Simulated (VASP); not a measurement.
# TaN (Fm-3m) in VASP: notebook, part 2 of 2

VASP 6.6.1. Earlier steps stand in the parts before.

## Step 4: Single point, BLYP+D3(BJ)

This run uses another cell than the first one, of 10.60 Å³/atom.

The input, INCAR:

```
PREC     = Accurate       # precision mode
ENCUT    = 700            # plane-wave cutoff, eV
EDIFF    = 1E-6           # SCF threshold, eV
ISMEAR   = -1             # smearing method
SIGMA    = 0.05           # smearing width, eV
LREAL    = False          # projectors in reciprocal space
LASPH    = True           # aspherical terms in the spheres
NELM     = 120            # most SCF steps
ALGO     = Normal         # electronic algorithm
ISIF     = 2              # what is computed and relaxed
LWAVE    = False          # write WAVECAR
LCHARG   = False          # write CHGCAR
GGA      = B5             # functional
ALDAX    = 1.0          
AGGAX    = 1.0          
AGGAC    = 1.0          
ALDAC    = 0.0          
IVDW     = 12             # dispersion correction
VDW_S6   = 1.0          
VDW_S8   = 2.6996       
VDW_A1   = 0.4298       
VDW_A2   = 4.2359       
NBANDS   = 16             # bands
GGA_COMPAT= False
```

The input, KPOINTS:

```
regular mesh
0
Gamma
  10 10 10
```

The input, POSCAR:

```
TaN
1.0
    0.0000000000      2.1964814589      2.1964814589
    2.1964814589      0.0000000000      2.1964814589
    2.1964814589      2.1964814589      0.0000000000
Ta N
1 1
Direct
    0.5000000000      0.5000000000      0.5000000000
    0.0000000000      0.0000000000      0.0000000000
```

Potentials or basis: VASP PAW PBE potentials, release 64 (Ta_sv_GW, N).

Command:

```bash
> cat potpaw_PBE.64/Ta_sv_GW/POTCAR potpaw_PBE.64/N/POTCAR > POTCAR
> mpirun -np 1 vasp_std > vasp.out
```

OUTCAR:

```text
PREC = Accurate
   ENCUT = 700
   EDIFF = 1E-6
   ISMEAR = -1
   LREAL = False
   LASPH = True
   NELM = 120
   ISIF = 2
   GGA = B5
   IVDW = 12
 IVDW          = 12

 ion  position               nearest neighbor table
   1  0.500  0.500  0.500-   2 2.20   2 2.20   2 2.20   2 2.20   2 2.20   2 2.20
   2  0.000  0.000  0.000-   1 2.20   1 2.20   1 2.20   1 2.20   1 2.20   1 2.20

  LATTYP: Found a face centered cubic cell.
 ALAT       =     4.3929629178

  Lattice vectors:

 A1 = (   0.0000000000,   2.1964814589,   2.1964814589)
 A2 = (   2.1964814589,   0.0000000000,   2.1964814589)
 A3 = (   2.1964814589,   2.1964814589,   0.0000000000)

Analysis of symmetry for initial positions (statically):
=====================================================================
 Subroutine PRICEL returns:
 Original cell was already a primitive cell.

 Routine SETGRP: Setting up the symmetry group for a
 face centered cubic supercell.

 Subroutine GETGRP returns: Found 48 space group operations
 (whereof 48 operations were pure point group operations)
 out of a pool of 48 trial point group operations.

[... 160 lines left out ...]

 E-fermi :  14.3977     XC(G=0): -13.1181

 val. band max:       14.3033234977   @ k =  -0.2000   0.2000   0.0000
 cond. band min:      14.4361635814   @ k =  -0.3000   0.3000   0.1000
 fundamental gap:      0.1328400837
 Fermi energy:        14.3976722060

 k-point     1 :       0.0000    0.0000    0.0000
  band No.  band energies     occupation
      1     -54.9367      2.00000
      2     -21.3440      2.00000
      3     -21.3440      2.00000
      4     -21.3440      2.00000
      5      -4.3629      2.00000
      6      10.5403      2.00000
[... 433 lines left out ...]
      3     -21.5879      2.00000
      4     -21.5620      2.00000
      5      -2.8710      2.00000
      6       6.5495      2.00000
[... 8 lines left out ...]
     15      25.3384      0.00000
     16      29.8802      0.00000

 [... further k-points ...]

------------------------ aborting loop because EDIFF is reached ----------------------------------------

 Edisp (eV)   -2.21001

 E8    (eV) :    -1.6659

  FORCE on cell =-STRESS in cart. coord.  units (eV):
  Direction    XX          YY          ZZ          XY          YZ          ZX
  --------------------------------------------------------------------------------------
  -------------------------------------------------------------------------------------
  Total       0.08907     0.08907     0.08907    -0.00000    -0.00000     0.00000
  in kB       6.73348     6.73348     6.73348    -0.00000    -0.00000     0.00000
  external pressure =        6.73 kB  Pullay stress =        0.00 kB

 VOLUME and BASIS-vectors are now :
 -----------------------------------------------------------------------------
  energy-cutoff  :      700.00
  volume of cell :       21.19
      direct lattice vectors                 reciprocal lattice vectors
     0.000000000  2.196481459  2.196481459    -0.227636795  0.227636795  0.227636795
     2.196481459  0.000000000  2.196481459     0.227636795 -0.227636795  0.227636795
     2.196481459  2.196481459  0.000000000     0.227636795  0.227636795 -0.227636795

 POSITION                                       TOTAL-FORCE (eV/Angst)
 -----------------------------------------------------------------------------------
      2.19648      2.19648      2.19648        -0.000000      0.000000      0.000000
      0.00000      0.00000      0.00000         0.000000     -0.000000     -0.000000
 -----------------------------------------------------------------------------------
    total drift:                                0.000000      0.000000      0.000000

  FREE ENERGIE OF THE ION-ELECTRON SYSTEM (eV)
  ---------------------------------------------------
  free  energy   TOTEN  =       -24.5267094731 eV

  energy  without entropy=      -24.5203243394  energy(sigma->0) =      -24.52351691
```

OSZICAR:

```text
N       E                     dE             d eps       ncg     rms          rms(c)
DAV:   1     0.131190283407E+03    0.13119E+03   -0.13295E+04  1504   0.145E+03
DAV:   2    -0.210457539936E+02   -0.15224E+03   -0.14684E+03  2136   0.374E+02
DAV:   3    -0.270983187881E+02   -0.60526E+01   -0.60400E+01  1920   0.670E+01
DAV:   4    -0.272482790233E+02   -0.14996E+00   -0.14996E+00  2152   0.702E+00
DAV:   5    -0.272495052682E+02   -0.12262E-02   -0.12262E-02  1936   0.482E-01    0.569E+01
DAV:   6    -0.224625192662E+02    0.47870E+01   -0.10679E+01  1832   0.303E+01    0.699E+01
DAV:   7    -0.223906105531E+02    0.71909E-01   -0.54347E-01  1528   0.615E+00    0.461E+01
DAV:   8    -0.223196575519E+02    0.70953E-01   -0.25237E-01  1800   0.436E+00    0.712E+00
DAV:   9    -0.223172455570E+02    0.24120E-02   -0.11295E-02  1880   0.946E-01    0.420E-01
DAV:  10    -0.223166465510E+02    0.59901E-03   -0.29642E-03  1568   0.454E-01    0.426E-01
DAV:  11    -0.223167210652E+02   -0.74514E-04   -0.29203E-04  1904   0.178E-01    0.344E-01
DAV:  12    -0.223167035941E+02    0.17471E-04   -0.33853E-05  1912   0.572E-02    0.965E-02
DAV:  13    -0.223167041166E+02   -0.52252E-06   -0.18395E-06  1560   0.113E-02
   1 F= -.24526709E+02 E0= -.24523517E+02  d E =-.638513E-02
```

stdout:

```text
POSCAR found type information on POSCAR TaN
 POSCAR found :  2 types and       2 ions
 scaLAPACK will be used
 -----------------------------------------------------------------------------
|                                                                             |
|                                                                             |
|     You enforced a specific xc type in the INCAR file but a different       |
|     I HOPE YOU KNOW WHAT YOU ARE DOING!                                     |
|                                                                             |
 -----------------------------------------------------------------------------

 LDA part: xc-table for (Slater(with rela. corr.)+VWN5), standard interpolation
 POSCAR, INCAR and KPOINTS ok, starting setup
 FFT: planning ... GRIDC
 FFT: planning ... GRID_SOFT
 FFT: planning ... GRID
 WAVECAR not read
 entering main loop
```

It took 32 s on 1 thread of AMD EPYC 7R13 (Zen 3), shared host; peak memory 0.16 GiB.

Results:

```yaml
Free_energy: -24.5267 eV
Pressure: 0.7 GPa
Band_gap_on_the_k_mesh: zero (bands 9 and 10 overlap by 3.92 eV)
Dispersion_energy_per_atom: -1.105 eV
```

Caveat: the dispersion term is far too large for a dense solid, which distorts pressure and volume; the PAW data sets were made with another functional, which shifts forces and pressure a little; spin-orbit coupling is left out, which moves the levels of the heavy elements.

## Step 5: Single point, BLYP+D3(BJ)

This run uses another cell than the first one, of 10.38 Å³/atom.

The input, INCAR:

```
PREC = Accurate
ENCUT = 700
EDIFF = 1E-6
ISMEAR = -1
SIGMA = 0.05
LREAL = False
LASPH = True
NELM = 120
ALGO = Normal
ISIF = 2
LWAVE = False
LCHARG = False
GGA = B5
ALDAX = 1.0
AGGAX = 1.0
AGGAC = 1.0
ALDAC = 0.0
IVDW = 12
VDW_S6 = 1.0
VDW_S8 = 2.6996
VDW_A1 = 0.4298
VDW_A2 = 4.2359
NBANDS = 16
GGA_COMPAT = False
```

KPOINTS is that of step 4.

The input, POSCAR:

```
TaN
1.0
    0.0000000000      2.1814365931      2.1814365931
    2.1814365931      0.0000000000      2.1814365931
    2.1814365931      2.1814365931      0.0000000000
Ta N
1 1
Direct
    0.5000000000      0.5000000000      0.5000000000
    0.0000000000      0.0000000000      0.0000000000
```

Command:

```bash
> cat potpaw_PBE.64/Ta_sv_GW/POTCAR potpaw_PBE.64/N/POTCAR > POTCAR
> mpirun -np 1 vasp_std > vasp.out
```

Wall time 26 s (1 thread of AMD EPYC 9R45 (Zen 5), shared host); peak memory 0.16 GiB.

Results (log left out):

| Property | Result |
| --- | --- |
| Free energy | -24.5138 eV |
| Pressure | 8.1 GPa |
| Band gap on the k mesh | zero (bands 9 and 10 overlap by 4.04 eV) |
| Dispersion energy per atom | -1.129 eV |

Levels at points of the mesh, in eV from the Fermi level:
```csv
k point,band 5,band 6,band 7,band 8,band 9,band 10,band 11,band 12,band 13,band 14
"(0.00, 0.00, 0.00)",-18.93,-3.92,-3.92,-3.92,-2.18,-2.18,-2.18,0.05,0.05,1.96
"(0.50, 0.00, 0.00)",-15.83,-10.43,-7.75,-7.75,1.86,1.86,1.99,4.29,7.64,7.64
"(0.50, 0.50, 0.00)",-17.76,-6.54,-5.51,-4.67,-4.67,2.12,3.52,3.52,4.74,7.20
```

Caveat: the cell stands under pressure; the dispersion term is far too large for a dense solid, which distorts pressure and volume; the PAW data sets were made with another functional, which shifts forces and pressure a little; spin-orbit coupling is left out, which moves the levels of the heavy elements.

## Step 6: Single point, PBEsol+D3(BJ)

This run uses another cell than the first one, of 10.26 Å³/atom.

The input, INCAR:

```
ALGO = Normal
EDIFF = 1E-6
ENCUT = 700
GGA = PS
GGA_COMPAT = F
ISIF = 2
ISMEAR = -1
IVDW = 12
LASPH = T
LCHARG = F
LREAL = F
LWAVE = F
NBANDS = 16
NELM = 120
PREC = Accurate
SIGMA = 0.05
```

The input, KPOINTS:

```
k-points
0
Gamma
  10 10 10
```

The input, POSCAR:

```
TaN
1.0
    0.0000000000      2.1728625593      2.1728625593
    2.1728625593      0.0000000000      2.1728625593
    2.1728625593      2.1728625593      0.0000000000
Ta N
1 1
Direct
    0.5000000000      0.5000000000      0.5000000000
    0.0000000000      0.0000000000      0.0000000000
```

Potentials or basis: VASP PAW PBE potentials, release 64 (Ta_sv_GW, N).

Command:

```bash
> cat potpaw_PBE.64/Ta_sv_GW/POTCAR potpaw_PBE.64/N/POTCAR > POTCAR
> mpirun -np 1 vasp_std > vasp.out
```

Wall time 13 s (1 thread of Intel Xeon 6975P-C (Granite Rapids), shared host); peak memory 0.19 GiB.

The run converged. Its results:

* Free energy: -26.7331 eV
* Pressure: 0.1 GPa
* Band gap on the k mesh: zero (bands 9 and 10 overlap by 4.25 eV)
* Dispersion energy per atom: -0.483 eV

Levels at points of the mesh, in eV from the Fermi level:
```csv
k point,band 7,band 8,band 9,band 10,band 11,band 12
"(0.00, 0.00, 0.00)",-3.91,-3.91,-2.25,-2.25,-2.25,0.01
"(0.50, 0.00, 0.00)",-7.87,-7.87,2.00,2.00,2.10,3.86
"(0.50, 0.50, 0.00)",-5.77,-4.70,-4.70,2.19,3.75,3.75
```

Caveat: the PAW data sets were made with another functional, which shifts forces and pressure a little; spin-orbit coupling is left out, which moves the levels of the heavy elements.

## Step 7: Overview

| level | potentials or basis | cell | gap on the mesh (eV) | pressure (GPa) |
| --- | --- | --- | --- | --- |
| LDA | VASP PAW LDA potentials, release 64 (Ta_sv_GW, N) | a = 3.127 Å, angles 60.0°, 2 atoms | none | -16.4 |
| BLYP+D3(BJ) | VASP PAW PBE potentials, release 64 (Ta_sv_GW, N) | a = 3.148 Å, angles 60.0°, 2 atoms | none | -12.0 |
| BLYP+D3(BJ) | VASP PAW PBE potentials, release 64 (Ta_sv_GW, N) | a = 3.106 Å, angles 60.0°, 2 atoms | none | 0.7 |
| BLYP+D3(BJ) | VASP PAW PBE potentials, release 64 (Ta_sv_GW, N) | a = 3.085 Å, angles 60.0°, 2 atoms | none | 8.1 |
| PBEsol+D3(BJ) | VASP PAW PBE potentials, release 64 (Ta_sv_GW, N) | a = 3.073 Å, angles 60.0°, 2 atoms | none | 0.1 |

Alike in all rows: task single point; no spin polarisation; k mesh 10 × 10 × 10; cutoff (eV) 700; smearing fermi-dirac 0.05 eV.

Caveats: spin-orbit coupling is left out, which moves the levels of the heavy elements; the PAW data sets were made with another functional, which shifts forces and pressure a little (at least some runs); the dispersion term is far too large for a dense solid, which distorts pressure and volume (at least some runs); the cell stands under tension (at least some runs); the cell stands under pressure (at least some runs).

Absolute energies hang on the potentials; compare differences alone.

The gap in the log of VASP goes by the Fermi energy; the results here count the filled bands.